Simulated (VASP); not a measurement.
Write the native input for VASP 6.6.1 that does the following.

```yaml
Task: single point
Functional: LDA
Potentials_or_basis: VASP PAW LDA potentials, release 64 (Al)
Cutoff: 520 eV
k_mesh: 6 × 6 × 1
Occupations: gaussian, width 0.1 eV
Spin: no spin polarisation
Dipole_correction: yes
Further_INCAR_settings: ALGO = Normal; EDIFF = 1e-06; NBANDS = 32
```

The structure of Al lies in POSCAR:

```
Al
1.0
    5.6336864727      0.0000000000      0.0000000000
   -2.8168432363      4.8789156023      0.0000000000
    0.0000000000      0.0000000000     20.0321727095
Al
13
Direct
    0.3333333333      0.1666666667      0.1996787896
    0.3333333333      0.6666666667      0.1996787896
    0.8333333333      0.1666666667      0.1996787896
    0.8333333333      0.6666666667      0.1996787896
    0.1666666667      0.3333333333      0.3128097176
    0.1666666667      0.8333333333      0.3128097176
    0.6666666667      0.3333333333      0.3128097176
    0.6666666667      0.8333333333      0.3128097176
    0.0000000000      0.0000000000      0.4259234799
    0.0000000000      0.5000000000      0.4259234799
    0.5000000000      0.0000000000      0.4259234799
    0.5000000000      0.5000000000      0.4259234799
    0.0833333333      0.3333333333      0.5357504035
```

One way to write it, as run:

INCAR

```
SYSTEM = Al
PREC     = Accurate       ! precision mode
ENCUT    = 520            ! plane-wave cutoff, eV
EDIFF    = 1E-6           ! SCF threshold, eV
ISMEAR   = 0              ! smearing method
SIGMA    = 0.1            ! smearing width, eV
LREAL    = .False.        ! projectors in reciprocal space
LASPH    = .True.         ! aspherical terms in the spheres
NELM     = 60             ! most SCF steps
ALGO     = Normal         ! electronic algorithm
ISIF     = 2              ! what is computed and relaxed
LWAVE    = .False.        ! write WAVECAR
LCHARG   = .True.         ! write CHGCAR
LDIPOL   = .True.       
IDIPOL   = 3            
DIPOL    = 0.5 0.5 0.330
GGA      = CA             ! functional
LELF     = .True.         ! ELF
LVHAR    = .True.       
LVACPOTAV= .True.       
NBANDS   = 32             ! bands
```

KPOINTS

```
regular mesh
0
Gamma
  6 6 1
  0 0 0
```

Potentials or basis: VASP PAW LDA potentials, release 64 (Al).

The run is started by

```bash
$ cat potpaw_LDA.64/Al/POTCAR > POTCAR
$ mpirun -np 1 vasp_std > vasp.out
```

Results of the run:

| Item | Value |
| --- | --- |
| Largest force | 0.743 eV/Å |
| Band gap on the k mesh | zero (an odd number of electrons rules out a gap without spin polarisation) |

It took 7.8 min on 1 thread of Intel(R) Xeon(R) 6975P-C (Granite Rapids), on a shared host, peak memory 0.55 GiB.
